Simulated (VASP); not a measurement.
A run of VASP 6.6.1:

INCAR

```
SYSTEM = Ta2N
  ALGO = Normal
  EDIFF = 1E-6
  ENCUT = 520
  GGA = PS
  ISIF = 2
  ISMEAR = 0
  LASPH = .TRUE.
  LCHARG = .TRUE.
  LELF = .TRUE.
  LREAL = .FALSE.
  LVHAR = .TRUE.
  LWAVE = .FALSE.
  NBANDS = 20
  NELM = 60
  PREC = Accurate
  SIGMA = 0.15
```

Contents of KPOINTS:

```
k-points
0
G
  18 18 10
  0 0 0
```

File POSCAR:

```
Ta2N
1.0
    3.0673351436      0.0000000000      0.0000000000
   -1.5336675718      2.6563901563      0.0000000000
    0.0000000000      0.0000000000      4.6641898194
Ta N
2 1
Direct
    0.6666666667      0.3333333333      0.7463700642
    0.3333333333      0.6666666667      0.2536299358
    0.0000000000      0.0000000000      0.0000000000
```

Potentials or basis: VASP PAW PBE potentials, release 64 (Ta_pv, N).

Run with:

```bash
$ cat potpaw_PBE.64/Ta_pv/POTCAR potpaw_PBE.64/N/POTCAR > POTCAR
$ mpirun -np 1 vasp_std > vasp.out
```

Hardware: 1 thread of Intel(R) Xeon(R) 6975P-C (Granite Rapids) (shared host).

Problem. How long does it take, and how much memory?

Solution. It took 74 s on 1 thread of Intel(R) Xeon(R) 6975P-C (Granite Rapids), on a shared host, peak memory 0.33 GiB. Counts: scf iterations 13, k points 330.
